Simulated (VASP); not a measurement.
# Ge2F3 (Pm-3m) in VASP: further runs

Runs on Ge2F3. Level: PBE. Tasks: single point, relaxation of cell and atoms.

Everything below comes from runs of VASP 6.6.1. Logs are shortened: lines on timing, memory, paths and dates and some standing lists are left out, and cuts for length are marked.

## 1. The cell of the first run

Symmetry: Pm-3m, No. 221, cubic system. Conventional cell: a = 4.404 Å, b = 4.404 Å, c = 4.404 Å, α = 90.00°, β = 90.00°, γ = 90.00°. Within 4.1 Å of Ge (site symmetry m-3m) lie 12 F at 3.11 Å and 8 Ge at 3.81 Å. Within 2.9 Å of Ge (site symmetry m-3m) lie 6 F at 2.20 Å. Within 2.9 Å of F (site symmetry 4/mmm) lie 2 Ge at 2.20 Å.

## 2. Single point, PBE

INCAR

```
PREC     = Accurate       # precision mode
ENCUT    = 600            # plane-wave cutoff, eV
EDIFF    = 1E-6           # SCF threshold, eV
ISMEAR   = 0              # smearing method
SIGMA    = 0.1            # smearing width, eV
LREAL    = False          # projectors in reciprocal space
LASPH    = True           # aspherical terms in the spheres
NELM     = 120            # most SCF steps
ALGO     = Normal         # electronic algorithm
ISIF     = 2              # what is computed and relaxed
LWAVE    = False          # write WAVECAR
LCHARG   = True           # write CHGCAR
GGA      = PE             # functional
LELF     = True           # ELF
LVHAR    = True         
NBANDS   = 32             # bands
GGA_COMPAT= False
```

KPOINTS

```
regular mesh
0
Gamma
  8 8 8
```

POSCAR

```
Ge2F3
1.0
    4.4042415796      0.0000000000      0.0000000000
    0.0000000000      4.4042415796      0.0000000000
    0.0000000000      0.0000000000      4.4042415796
Ge F
2 3
Direct
    0.0000000000      0.0000000000      0.0000000000
    0.5000000000      0.5000000000      0.5000000000
    0.0000000000      0.5000000000      0.5000000000
    0.5000000000      0.0000000000      0.5000000000
    0.5000000000      0.5000000000      0.0000000000
```

Potentials or basis: VASP PAW PBE potentials, release 64 (Ge_d, F).

Launch:

```
$ cat potpaw_PBE.64/Ge_d/POTCAR potpaw_PBE.64/F/POTCAR > POTCAR
$ mpirun -np 1 vasp_std > vasp.out
```

OUTCAR:

```text
PREC = Accurate
   ENCUT = 600
   EDIFF = 1E-6
   ISMEAR = 0
   LREAL = False
   LASPH = True
   NELM = 120
   ISIF = 2
   GGA = PE

 ion  position               nearest neighbor table
   1  0.000  0.000  0.000-
   2  0.500  0.500  0.500-   3 2.20   4 2.20   5 2.20   5 2.20   4 2.20   3 2.20
   3  0.000  0.500  0.500-   2 2.20   2 2.20
   4  0.500  0.000  0.500-   2 2.20   2 2.20
   5  0.500  0.500  0.000-   2 2.20   2 2.20

  LATTYP: Found a simple cubic cell.
 ALAT       =     4.4042415796

  Lattice vectors:

 A1 = (   4.4042415796,   0.0000000000,   0.0000000000)
 A2 = (   0.0000000000,   4.4042415796,   0.0000000000)
 A3 = (   0.0000000000,   0.0000000000,   4.4042415796)

Analysis of symmetry for initial positions (statically):
=====================================================================
 Subroutine PRICEL returns:
 Original cell was already a primitive cell.

 Routine SETGRP: Setting up the symmetry group for a
 simple cubic supercell.

 Subroutine GETGRP returns: Found 48 space group operations
 (whereof 48 operations were pure point group operations)
 out of a pool of 48 trial point group operations.

The static configuration has the point symmetry O_h .

Analysis of symmetry for dynamics (positions and initial velocities):
=====================================================================
 Subroutine PRICEL returns:
 Original cell was already a primitive cell.

 Routine SETGRP: Setting up the symmetry group for a
 simple cubic supercell.

 Subroutine GETGRP returns: Found 48 space group operations
 (whereof 48 operations were pure point group operations)
 out of a pool of 48 trial point group operations.

The dynamic configuration has the point symmetry O_h .

 Subroutine INISYM returns: Found 48 space group operations
 (whereof 48 operations are pure point group operations),
 and found     1 'primitive' translations

----------------------------------------------------------------------------------------

                                     Primitive cell

  volume of cell :      85.4306

  direct lattice vectors                    reciprocal lattice vectors
     4.404241580  0.000000000  0.000000000     0.227053848  0.000000000  0.000000000
     0.000000000  4.404241580  0.000000000     0.000000000  0.227053848  0.000000000
     0.000000000  0.000000000  4.404241580     0.000000000  0.000000000  0.227053848

  length of vectors
     4.404241580  4.404241580  4.404241580     0.227053848  0.227053848  0.227053848

  position of ions in fractional coordinates (direct lattice)
     0.000000000  0.000000000  0.000000000
     0.500000000  0.500000000  0.500000000
     0.000000000  0.500000000  0.500000000
     0.500000000  0.000000000  0.500000000
     0.500000000  0.500000000  0.000000000

  ion indices of the primitive-cell ions
   primitive index   ion index
                 1           1
                 2           2
                 3           3
                 4           4
                 5           5

----------------------------------------------------------------------------------------

 KPOINTS: regular mesh

Automatic generation of k-mesh.
 Grid dimensions read from file:
 generate k-points for:    8    8    8

 Generating k-lattice:

  Cartesian coordinates                     Fractional coordinates (reciprocal lattice)
     0.028381731  0.000000000  0.000000000     0.125000000  0.000000000  0.000000000
     0.000000000  0.028381731  0.000000000     0.000000000  0.125000000  0.000000000
     0.000000000  0.000000000  0.028381731     0.000000000  0.000000000  0.125000000

  Length of vectors
     0.028381731  0.028381731  0.028381731

  Shift w.r.t. Gamma in fractional coordinates (k-lattice)
     0.000000000  0.000000000  0.000000000

 Subroutine IBZKPT returns following result:
 ===========================================

 Found     35 irreducible k-points:

 Following reciprocal coordinates:
            Coordinates               Weight
  0.000000  0.000000  0.000000      1.000000
  0.125000  0.000000  0.000000      6.000000
  0.250000  0.000000  0.000000      6.000000
  0.375000  0.000000  0.000000      6.000000
  0.500000  0.000000  0.000000      3.000000
  0.125000  0.125000  0.000000     12.000000
[... 16 lines left out ...]
  0.375000  0.375000  0.125000     24.000000
  0.500000  0.375000  0.125000     24.000000
 [... further k-points ...]
   k-points           NKPTS =     35   k-points in BZ     NKDIM =     35   number of bands    NBANDS=     32
   number of dos      NEDOS =    301   number of ions     NIONS =      5
   total plane-waves  NPLWV =  46656
   dimension x,y,z NGX =    36 NGY =   36 NGZ =   36
   dimension x,y,z NGXF=    72 NGYF=   72 NGZF=   72
   ions per type =               2   3
   NGX,Y,Z   is equivalent  to a cutoff of  13.59, 13.59, 13.59 a.u.
   NGXF,Y,Z  is equivalent  to a cutoff of  27.18, 27.18, 27.18 a.u.
 SYSTEM =  unknown system
   PREC   = accura    normal or accurate (medium, high low for compatibility)
   ISTART =      0    job   : 0-new  1-cont  2-samecut
   ICHARG =      2    charge: 1-file 2-atom 10-const
   ISPIN  =      1    spin polarized calculation?
   LNONCOLLINEAR =      F non collinear calculations
   LSORBIT =      F    spin-orbit coupling
   LASPH  =      T    aspherical Exc in radial PAW
   ENCUT  =  600.0 eV  44.10 Ry    6.64 a.u.   8.80  8.80  8.80*2*pi/ulx,y,z
   NELM   =    120;   NELMIN=  2; NELMDL= -5     # of ELM steps
   EDIFF  = 0.1E-05   stopping-criterion for ELM
   LREAL  =      F    real-space projection
   EDIFFG = 0.1E-04   stopping-criterion for IOM
   NSW    =      0    number of steps for IOM
   IBRION =     -1    ionic relax: 0-MD 1-quasi-New 2-CG
   NFREE  =      0    steps in history (QN), initial steepest desc. (CG)
   ISIF   =      2    stress and relaxation
   ISYM   =      2    0-nonsym 1-usesym 2-fastsym
   POTIM  = 0.5000    time-step for ionic-motion
   TEBEG  =    0.0;   TEEND  =   0.0 temperature during run
   PSTRESS=    0.0 pullay stress
   NELECT =      49.0000    total number of electrons
   NUPDOWN=      -1.0000    fix difference up-down
   EMIN   =  10.00;   EMAX   =-10.00  energy-range for DOS
   EFERMI =   0.00;   METHOD = LEGACY
   ISMEAR =     0;   SIGMA  =   0.10  broadening in eV -4-tet -1-fermi 0-gaus
   EFERMI_NEDOS =   21; number of points for ismear=-14 and -15
   IALGO  =     38    algorithm
   IMIX   =      4    mixing-type and parameters
     AMIX     =   0.40;   BMIX     =  1.00
     AMIX_MAG =   1.60;   BMIX_MAG =  1.00
  volume/ion in A,a.u.               =      17.09       115.30
  Fermi-wavevector in a.u.,A,eV,Ry     =   1.360199  2.570403 25.172694  1.850141
  Thomas-Fermi vector in A             =   2.486881
   LORBIT       =      0    0 simple, 1 ext, 2 COOP (PROOUT), +10 PAW based schemes
   GGA     = PE    functional components
   LHFCALC =     F    Hartree Fock is set to
   AEXX    =    0.0000 exact exchange contribution
   IVDW    =     0    specifies the selected vdW correction
   LEPSILON=     F    determine dielectric tensor
   LRPA    =     F    only Hartree local field effects (RPA)
 non-spin polarized calculation
 Gauss-broadening in eV      SIGMA  =   0.10
  energy-cutoff  :      600.00
  volume of cell :       85.43
 maximum number of plane-waves:      2897
 NGX is ok and might be reduce to    36
   NGX = 17   NGY = 17   NGZ = 17

 number of electron      48.9999990 magnetization

 Free energy of the ion-electron system (eV)
  ---------------------------------------------------
  ext. energy  EPLUGINS =         0.00000000
  ---------------------------------------------------
  free energy    TOTEN  =       -20.55928100 eV

  energy without entropy =      -20.53384804  energy(sigma->0) =      -20.54656452

 E-fermi :   3.0687     XC(G=0):  -9.3537

 val. band max:        3.0571970127   @ k =   0.3750   0.3750   0.0000
 cond. band min:       3.0702369206   @ k =   0.5000   0.3750   0.1250
 fundamental gap:      0.0130399080
 Fermi energy:         3.0687281305

 k-point     1 :       0.0000    0.0000    0.0000
  band No.  band energies     occupation
      1     -23.5244      2.00000
      2     -23.5244      2.00000
      3     -23.5229      2.00000
      4     -23.5229      2.00000
      5     -23.5229      2.00000
      6     -22.1476      2.00000
[... 24 lines left out ...]
     31       9.4964      0.00000
     32       9.4964      0.00000

 k-point     2 :       0.1250    0.0000    0.0000
  band No.  band energies     occupation
      1     -23.5244      2.00000
      2     -23.5242      2.00000
      3     -23.5230      2.00000
      4     -23.5230      2.00000
      5     -23.5229      2.00000
      6     -22.1476      2.00000
[... 24 lines left out ...]
     31       9.6259      0.00000
     32       9.9693      0.00000

 k-point     3 :       0.2500    0.0000    0.0000
  band No.  band energies     occupation
      1     -23.5242      2.00000
      2     -23.5238      2.00000
      3     -23.5231      2.00000
      4     -23.5231      2.00000
      5     -23.5229      2.00000
      6     -22.1475      2.00000
[... 24 lines left out ...]
     31       9.9631      0.00000
     32      10.9117      0.00000

 k-point     4 :       0.3750    0.0000    0.0000
  band No.  band energies     occupation
      1     -23.5240      2.00000
      2     -23.5233      2.00000
      3     -23.5232      2.00000
      4     -23.5232      2.00000
      5     -23.5229      2.00000
      6     -22.1474      2.00000
[... 24 lines left out ...]
     31      10.3466      0.00000
     32      11.7907      0.00000

 k-point     5 :       0.5000    0.0000    0.0000
  band No.  band energies     occupation
      1     -23.5240      2.00000
      2     -23.5232      2.00000
      3     -23.5232      2.00000
      4     -23.5231      2.00000
      5     -23.5229      2.00000
      6     -22.1474      2.00000
[... 584 lines left out ...]
     31      11.4164      0.00000
     32      12.3828      0.00000

 k-point    22 :       0.5000    0.2500    0.1250
  band No.  band energies     occupation
      1     -23.5238      2.00000
      2     -23.5235      2.00000
      3     -23.5234      2.00000
      4     -23.5232      2.00000
      5     -23.5227      2.00000
      6     -22.0993      2.00000
[... 24 lines left out ...]
     31      11.5277      0.00000
     32      12.4106      0.00000

 k-point    23 :       0.3750    0.3750    0.1250
  band No.  band energies     occupation
      1     -23.5241      2.00000
      2     -23.5234      2.00000
      3     -23.5233      2.00000
      4     -23.5233      2.00000
      5     -23.5226      2.00000
      6     -22.0875      2.00000
[... 24 lines left out ...]
     31      11.6510      0.00000
     32      12.3400      0.00000

 k-point    24 :       0.5000    0.3750    0.1250
  band No.  band energies     occupation
      1     -23.5243      2.00000
      2     -23.5234      2.00000
      3     -23.5233      2.00000
      4     -23.5233      2.00000
      5     -23.5224      2.00000
      6     -22.0844      2.00000
[... 24 lines left out ...]
     31      11.7141      0.00000
     32      12.1701      0.00000

 [... further k-points ...]
[... 5 lines left out ...]
  --------------------------------------------------------------------------------------
  -------------------------------------------------------------------------------------
  Total       -0.1008496     -0.1008496     -0.1008496      0.0000000      0.0000000     -0.0000000
  in kB       -1.8913483     -1.8913483     -1.8913483      0.0000000      0.0000000     -0.0000000
  external PRESSURE =      -1.8913483 kB  Pullay stress =       0.0000000 kB

 VOLUME and BASIS-vectors are now :
 -----------------------------------------------------------------------------
  energy-cutoff  :      600.00
  volume of cell :       85.43
      direct lattice vectors                 reciprocal lattice vectors
     4.404241580  0.000000000  0.000000000     0.227053848  0.000000000  0.000000000
     0.000000000  4.404241580  0.000000000     0.000000000  0.227053848  0.000000000
     0.000000000  0.000000000  4.404241580     0.000000000  0.000000000  0.227053848

 POSITION                                       TOTAL-FORCE (eV/Angst)
 -----------------------------------------------------------------------------------
      0.00000      0.00000      0.00000         0.000000      0.000000      0.000000
      2.20212      2.20212      2.20212         0.000000      0.000000      0.000000
      0.00000      2.20212      2.20212         0.000000      0.000000      0.000000
      2.20212      0.00000      2.20212         0.000000      0.000000      0.000000
      2.20212      2.20212      0.00000         0.000000      0.000000      0.000000
 -----------------------------------------------------------------------------------
    total drift:                                0.000000      0.000000      0.000000

  FREE ENERGIE OF THE ION-ELECTRON SYSTEM (eV)
  ---------------------------------------------------
  free  energy   TOTEN  =       -20.5592809975 eV

  energy  without entropy=      -20.5338480361  energy(sigma->0) =      -20.54656452
```

Run time: 53 s. Hardware: 1 thread of Intel Xeon Platinum 8559C (Emerald Rapids), shared host; peak memory 0.25 GiB.

What came out:

- Free energy: -20.5593 eV
- Pressure: -0.2 GPa

Levels at points of the mesh, in eV from the Fermi level:
| k point | band 22 | band 23 | band 24 | band 25 | band 26 | band 27 |
| --- | --- | --- | --- | --- | --- | --- |
| (0.00, 0.00, 0.00) | -4.85 | -4.85 | -4.85 | 1.18 | 1.18 | 1.18 |
| (0.50, 0.00, 0.00) | -4.86 | -4.77 | -2.58 | -0.48 | 0.90 | 0.90 |
| (0.50, 0.50, 0.00) | -5.05 | -4.46 | -1.01 | -0.15 | -0.15 | 0.65 |
| (0.50, 0.50, 0.50) | -4.46 | -4.46 | 0.26 | 0.67 | 0.67 | 0.67 |

Caveat: an odd number of electrons without spin polarisation forces a metal; a magnetic or distorted state may lie lower.

## 3. Single point, PBE

INCAR

```
SYSTEM = Ge2F3
PREC     = Accurate       ! precision mode
ENCUT    = 600            ! plane-wave cutoff, eV
EDIFF    = 1E-6           ! SCF threshold, eV
ISMEAR   = 0              ! smearing method
SIGMA    = 0.1            ! smearing width, eV
LREAL    = .FALSE.        ! projectors in reciprocal space
LASPH    = .TRUE.         ! aspherical terms in the spheres
NELM     = 120            ! most SCF steps
ALGO     = Normal         ! electronic algorithm
ISIF     = 2              ! what is computed and relaxed
LWAVE    = .FALSE.        ! write WAVECAR
LCHARG   = .FALSE.        ! write CHGCAR
GGA      = PE             ! functional
NBANDS   = 32             ! bands
GGA_COMPAT= .FALSE.
```

KPOINTS

```
Automatic mesh
0
G
  8 8 8
  0 0 0
```

POSCAR is that of step 2.

Potentials or basis: VASP PAW PBE potentials, release 64 (Ge_d, F).

Launch:

```
$ cat potpaw_PBE.64/Ge_d/POTCAR potpaw_PBE.64/F/POTCAR > POTCAR
$ mpirun -np 1 vasp_std > vasp.out
```

Wall time 88 s (1 thread of Intel Xeon Platinum 8559C (Emerald Rapids), shared host); peak memory 0.25 GiB.

Results (log left out):

```
Free energy : -20.5593 eV
Pressure    : -0.2 GPa
```

Levels at points of the mesh, in eV from the Fermi level:
```
           k point  band 22  band 23  band 24  band 25  band 26  band 27
(0.00, 0.00, 0.00)    -4.85    -4.85    -4.85     1.18     1.18     1.18
(0.50, 0.00, 0.00)    -4.86    -4.77    -2.58    -0.48     0.90     0.90
(0.50, 0.50, 0.00)    -5.05    -4.46    -1.01    -0.15    -0.15     0.65
(0.50, 0.50, 0.50)    -4.46    -4.46     0.26     0.67     0.67     0.67
```

Caveat: an odd number of electrons without spin polarisation forces a metal; a magnetic or distorted state may lie lower.

[end of part 1 of 2]
